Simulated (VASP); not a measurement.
# Sc3W (P6_3/mmc) in VASP: single point with PBE

Aim: the single point of Sc3W with PBE.

All numbers are computed with VASP 6.6.1; they aren't measurements. Logs are shortened: lines on timing, memory, paths and dates and some standing lists are left out, and cuts for length are marked.

## 1. The cell of the first run

The structure is hexagonal, space group P6_3/mmc (No. 194). Conventional cell: a = 5.998 Å, b = 5.998 Å, c = 4.814 Å, α = 90.00°, β = 90.00°, γ = 120.00°. Within 3.9 Å of Sc (site symmetry mm2) lie 4 W at 2.96 to 3.00 Å and 8 Sc at 2.97 to 3.00 Å. W (site symmetry -6m2) has 12 Sc at 2.96 to 3.00 Å within 3.9 Å.

## 2. Single point, PBE

INCAR

```
SYSTEM = Sc3W
  PREC = Accurate
  ENCUT = 500
  EDIFF = 1E-6
  ISMEAR = 0
  SIGMA = 0.1
  LREAL = .False.
  LASPH = .True.
  NELM = 120
  ALGO = Normal
  ISIF = 2
  LWAVE = .False.
  LCHARG = .False.
  GGA = PE
  NBANDS = 57
  GGA_COMPAT = .False.
```

KPOINTS

```
regular mesh
0
Gamma
  6 6 4
  0 0 0
```

POSCAR

```
Sc3W
1.0
    5.9980036047      0.0000000000      0.0000000000
   -2.9990018024      5.1944234937      0.0000000000
    0.0000000000      0.0000000000      4.8143233387
Sc W
6 2
Direct
    0.8330000000      0.6660000000      0.2500000000
    0.1670000000      0.8330000000      0.7500000000
    0.3340000000      0.1670000000      0.2500000000
    0.1670000000      0.3340000000      0.7500000000
    0.8330000000      0.1670000000      0.2500000000
    0.6660000000      0.8330000000      0.7500000000
    0.3333333333      0.6666666667      0.2500000000
    0.6666666667      0.3333333333      0.7500000000
```

Potentials or basis: VASP PAW PBE potentials, release 64 (Sc_sv, W_sv).

Started as:

```sh
$ cat potpaw_PBE.64/Sc_sv/POTCAR potpaw_PBE.64/W_sv/POTCAR > POTCAR
$ mpirun -np 1 vasp_std > vasp.out
```

OUTCAR:

```text
SYSTEM = Sc3W
   PREC = Accurate
   ENCUT = 500
   EDIFF = 1E-6
   ISMEAR = 0
   LREAL = .False.
   LASPH = .True.
   NELM = 120
   ISIF = 2
   GGA = PE

 ion  position               nearest neighbor table
   1  0.833  0.666  0.250-   8 2.96   8 2.96   2 2.97   2 2.97   6 2.97   6 2.97   3 2.99   5 2.99
                             7 3.00   7 3.00   3 3.00   5 3.00
   2  0.167  0.833  0.750-   7 2.96   7 2.96   1 2.97   1 2.97   3 2.97   3 2.97   6 2.99   4 2.99
                             8 3.00   8 3.00   6 3.00   4 3.00
   3  0.334  0.167  0.250-   8 2.96   8 2.96   4 2.97   4 2.97   2 2.97   2 2.97   5 2.99   1 2.99
                             7 3.00   7 3.00   5 3.00   1 3.00
   4  0.167  0.334  0.750-   7 2.96   7 2.96   5 2.97   5 2.97   3 2.97   3 2.97   6 2.99   2 2.99
                             8 3.00   8 3.00   6 3.00   2 3.00
   5  0.833  0.167  0.250-   8 2.96   8 2.96   4 2.97   4 2.97   6 2.97   6 2.97   3 2.99   1 2.99
                             7 3.00   7 3.00   3 3.00   1 3.00
   6  0.666  0.833  0.750-   7 2.96   7 2.96   1 2.97   1 2.97   5 2.97   5 2.97   2 2.99   4 2.99
                             8 3.00   8 3.00   2 3.00   4 3.00
   7  0.333  0.667  0.250-   2 2.96   2 2.96   6 2.96   6 2.96   4 2.96   4 2.96   1 3.00   3 3.00
                             5 3.00   5 3.00   1 3.00   3 3.00
   8  0.667  0.333  0.750-   5 2.96   5 2.96   3 2.96   3 2.96   1 2.96   1 2.96   4 3.00   6 3.00
                             2 3.00   2 3.00   4 3.00   6 3.00

  LATTYP: Found a hexagonal cell.
 ALAT       =     5.9980036047
 C/A-ratio  =     0.8026542923

  Lattice vectors:

 A1 = (   5.9980036047,   0.0000000000,   0.0000000000)
 A2 = (  -2.9990018024,   5.1944234937,   0.0000000000)
 A3 = (   0.0000000000,   0.0000000000,   4.8143233387)

Analysis of symmetry for initial positions (statically):
=====================================================================
 Subroutine PRICEL returns:
 Original cell was already a primitive cell.

 Routine SETGRP: Setting up the symmetry group for a
 hexagonal supercell.

 Subroutine GETGRP returns: Found 24 space group operations
 (whereof 12 operations were pure point group operations)
 out of a pool of 24 trial point group operations.

The static configuration has the point symmetry D_3d.
 The point group associated with its full space group is D_6h.

Analysis of symmetry for dynamics (positions and initial velocities):
=====================================================================
 Subroutine PRICEL returns:
 Original cell was already a primitive cell.

 Routine SETGRP: Setting up the symmetry group for a
 hexagonal supercell.

 Subroutine GETGRP returns: Found 24 space group operations
 (whereof 12 operations were pure point group operations)
 out of a pool of 24 trial point group operations.

The dynamic configuration has the point symmetry D_3d.
 The point group associated with its full space group is D_6h.

 Subroutine INISYM returns: Found 24 space group operations
 (whereof 12 operations are pure point group operations),
 and found     1 'primitive' translations

----------------------------------------------------------------------------------------

                                     Primitive cell

  volume of cell :     149.9959

  direct lattice vectors                    reciprocal lattice vectors
     5.998003605  0.000000000  0.000000000     0.166722141  0.096257073  0.000000000
    -2.999001802  5.194423494  0.000000000     0.000000000  0.192514145  0.000000000
     0.000000000  0.000000000  4.814323339     0.000000000  0.000000000  0.207713510

  length of vectors
     5.998003605  5.998003605  4.814323339     0.192514145  0.192514145  0.207713510

  position of ions in fractional coordinates (direct lattice)
     0.833000000  0.666000000  0.250000000
     0.167000000  0.833000000  0.750000000
     0.334000000  0.167000000  0.250000000
     0.167000000  0.334000000  0.750000000
     0.833000000  0.167000000  0.250000000
     0.666000000  0.833000000  0.750000000
     0.333333333  0.666666667  0.250000000
     0.666666667  0.333333333  0.750000000

  ion indices of the primitive-cell ions
   primitive index   ion index
                 1           1
                 2           2
                 3           3
                 4           4
                 5           5
                 6           6
                 7           7
                 8           8

----------------------------------------------------------------------------------------

 KPOINTS: regular mesh

Automatic generation of k-mesh.
 Grid dimensions read from file:
 generate k-points for:    6    6    4

 Generating k-lattice:

  Cartesian coordinates                     Fractional coordinates (reciprocal lattice)
     0.027787023  0.016042845  0.000000000     0.166666667  0.000000000  0.000000000
     0.000000000  0.032085691  0.000000000     0.000000000  0.166666667  0.000000000
     0.000000000  0.000000000  0.051928378     0.000000000  0.000000000  0.250000000

  Length of vectors
     0.032085691  0.032085691  0.051928378

  Shift w.r.t. Gamma in fractional coordinates (k-lattice)
     0.000000000  0.000000000  0.000000000

 Subroutine IBZKPT returns following result:
 ===========================================

 Found     21 irreducible k-points:

 Following reciprocal coordinates:
            Coordinates               Weight
  0.000000  0.000000  0.000000      1.000000
  0.166667  0.000000  0.000000      6.000000
  0.333333  0.000000  0.000000      6.000000
  0.500000  0.000000  0.000000      3.000000
  0.166667  0.166667  0.000000      6.000000
  0.333333  0.166667  0.000000     12.000000
[... 13 lines left out ...]
  0.333333  0.166667  0.500000     12.000000
  0.333333  0.333333  0.500000      2.000000
   k-points           NKPTS =     21   k-points in BZ     NKDIM =     21   number of bands    NBANDS=     57
   number of dos      NEDOS =    301   number of ions     NIONS =      8
   total plane-waves  NPLWV =  82944
   dimension x,y,z NGX =    48 NGY =   48 NGZ =   36
   dimension x,y,z NGXF=    96 NGYF=   96 NGZF=   72
   ions per type =               6   2
   NGX,Y,Z   is equivalent  to a cutoff of  13.30, 13.30, 12.43 a.u.
   NGXF,Y,Z  is equivalent  to a cutoff of  26.61, 26.61, 24.86 a.u.
 SYSTEM =  Sc3W
   PREC   = accura    normal or accurate (medium, high low for compatibility)
   ISTART =      0    job   : 0-new  1-cont  2-samecut
   ICHARG =      2    charge: 1-file 2-atom 10-const
   ISPIN  =      1    spin polarized calculation?
   LNONCOLLINEAR =      F non collinear calculations
   LSORBIT =      F    spin-orbit coupling
   LASPH  =      T    aspherical Exc in radial PAW
   ENCUT  =  500.0 eV  36.75 Ry    6.06 a.u.  10.94 10.94  8.78*2*pi/ulx,y,z
   NELM   =    120;   NELMIN=  2; NELMDL= -5     # of ELM steps
   EDIFF  = 0.1E-05   stopping-criterion for ELM
   LREAL  =      F    real-space projection
   EDIFFG = 0.1E-04   stopping-criterion for IOM
   NSW    =      0    number of steps for IOM
   IBRION =     -1    ionic relax: 0-MD 1-quasi-New 2-CG
   NFREE  =      0    steps in history (QN), initial steepest desc. (CG)
   ISIF   =      2    stress and relaxation
   ISYM   =      2    0-nonsym 1-usesym 2-fastsym
   POTIM  = 0.5000    time-step for ionic-motion
   TEBEG  =    0.0;   TEEND  =   0.0 temperature during run
   PSTRESS=    0.0 pullay stress
   NELECT =      94.0000    total number of electrons
   NUPDOWN=      -1.0000    fix difference up-down
   EMIN   =  10.00;   EMAX   =-10.00  energy-range for DOS
   EFERMI =   0.00;   METHOD = LEGACY
   ISMEAR =     0;   SIGMA  =   0.10  broadening in eV -4-tet -1-fermi 0-gaus
   EFERMI_NEDOS =   21; number of points for ismear=-14 and -15
   IALGO  =     38    algorithm
   IMIX   =      4    mixing-type and parameters
     AMIX     =   0.40;   BMIX     =  1.00
     AMIX_MAG =   1.60;   BMIX_MAG =  1.00
  volume/ion in A,a.u.               =      18.75       126.53
  Fermi-wavevector in a.u.,A,eV,Ry     =   1.400955  2.647422 26.703832  1.962676
  Thomas-Fermi vector in A             =   2.523865
   LORBIT       =      0    0 simple, 1 ext, 2 COOP (PROOUT), +10 PAW based schemes
   GGA     = PE    functional components
   LHFCALC =     F    Hartree Fock is set to
   AEXX    =    0.0000 exact exchange contribution
   IVDW    =     0    specifies the selected vdW correction
   LEPSILON=     F    determine dielectric tensor
   LRPA    =     F    only Hartree local field effects (RPA)
 non-spin polarized calculation
 Gauss-broadening in eV      SIGMA  =   0.10
  energy-cutoff  :      500.00
  volume of cell :      150.00
 maximum number of plane-waves:      3834
 NGX is ok and might be reduce to    48
   NGX = 21   NGY = 21   NGZ = 17

 number of electron      94.0000008 magnetization

 Free energy of the ion-electron system (eV)
  ---------------------------------------------------
  ext. energy  EPLUGINS =         0.00000000
  ---------------------------------------------------
  free energy    TOTEN  =       -61.23571404 eV

  energy without entropy =      -61.21170610  energy(sigma->0) =      -61.22371007

 E-fermi :   6.2255     XC(G=0): -11.4486

 val. band max:        6.2097496865   @ k =   0.0000   0.0000   0.0000
 cond. band min:       6.2390000681   @ k =   0.3333   0.1667   0.2500
 fundamental gap:      0.0292503816
 Fermi energy:         6.2254941195

 k-point     1 :       0.0000    0.0000    0.0000
  band No.  band energies     occupation
      1     -67.0085      2.00000
      2     -67.0082      2.00000
      3     -42.6471      2.00000
      4     -42.5297      2.00000
      5     -42.5297      2.00000
      6     -42.5191      2.00000
[... 49 lines left out ...]
     56       7.8430      0.00000
     57       7.9284      0.00000

 k-point     2 :       0.1667    0.0000    0.0000
  band No.  band energies     occupation
      1     -67.0085      2.00000
      2     -67.0082      2.00000
      3     -42.6409      2.00000
      4     -42.5370      2.00000
      5     -42.5300      2.00000
      6     -42.5167      2.00000
[... 1134 lines left out ...]
      1     -67.0083      2.00000
      2     -67.0083      2.00000
      3     -42.5429      2.00000
      4     -42.5429      2.00000
      5     -42.5408      2.00000
      6     -42.5408      2.00000
[... 49 lines left out ...]
     56       7.1088      0.00000
     57       8.4806      0.00000

------------------------ aborting loop because EDIFF is reached ----------------------------------------

  FORCE on cell =-STRESS in cart. coord.  units (eV):
  Direction    XX          YY          ZZ          XY          YZ          ZX
  --------------------------------------------------------------------------------------
  -------------------------------------------------------------------------------------
  Total       10.5414853     10.5414853      9.6529676     -0.0000000     -0.0000000      0.0000000
  in kB      112.5986174    112.5986174    103.1079371     -0.0000000     -0.0000000      0.0000000
  external PRESSURE =     109.4350573 kB  Pullay stress =       0.0000000 kB

 VOLUME and BASIS-vectors are now :
 -----------------------------------------------------------------------------
  energy-cutoff  :      500.00
  volume of cell :      150.00
      direct lattice vectors                 reciprocal lattice vectors
     5.998003605  0.000000000  0.000000000     0.166722141  0.096257073  0.000000000
    -2.999001802  5.194423494  0.000000000     0.000000000  0.192514145  0.000000000
     0.000000000  0.000000000  4.814323339     0.000000000  0.000000000  0.207713510

 POSITION                                       TOTAL-FORCE (eV/Angst)
 -----------------------------------------------------------------------------------
      2.99900      3.45949      1.20358         0.000000     -0.473107     -0.000000
     -1.49650      4.32695      3.61074         0.409722     -0.236553     -0.000000
      1.50250      0.86747      1.20358         0.409722      0.236553     -0.000000
     -0.00000      1.73494      3.61074        -0.000000      0.473107      0.000000
      4.49550      0.86747      1.20358        -0.409722      0.236553      0.000000
      1.49650      4.32695      3.61074        -0.409722     -0.236553      0.000000
     -0.00000      3.46295      1.20358         0.000000      0.000000      0.000000
      2.99900      1.73147      3.61074         0.000000      0.000000      0.000000
 -----------------------------------------------------------------------------------
    total drift:                               -0.000000      0.000000     -0.000000

  FREE ENERGIE OF THE ION-ELECTRON SYSTEM (eV)
  ---------------------------------------------------
  free  energy   TOTEN  =       -61.2357140388 eV

  energy  without entropy=      -61.2117061017  energy(sigma->0) =      -61.22371007
```

Run time: 7.2 min. Hardware: 1 thread of Intel Xeon 8259CL, shared host; peak memory 0.35 GiB.

Results:

```
Free energy            : -61.2357 eV
Pressure               : 10.9 GPa
Largest force          : 0.473 eV/Å
Band gap on the k mesh : zero (bands 47 and 48 overlap by 0.95 eV)
```

Forces on the atoms (eV/Å):
```
Sc   0.000 -0.473  0.000
Sc   0.410 -0.237  0.000
Sc   0.410  0.237  0.000
Sc   0.000  0.473  0.000
Sc  -0.410  0.237  0.000
Sc  -0.410 -0.237  0.000
W    0.000  0.000  0.000
W    0.000  0.000  0.000
```

Caveat: the cell stands under pressure; spin-orbit coupling is left out, which moves the levels of the heavy elements.
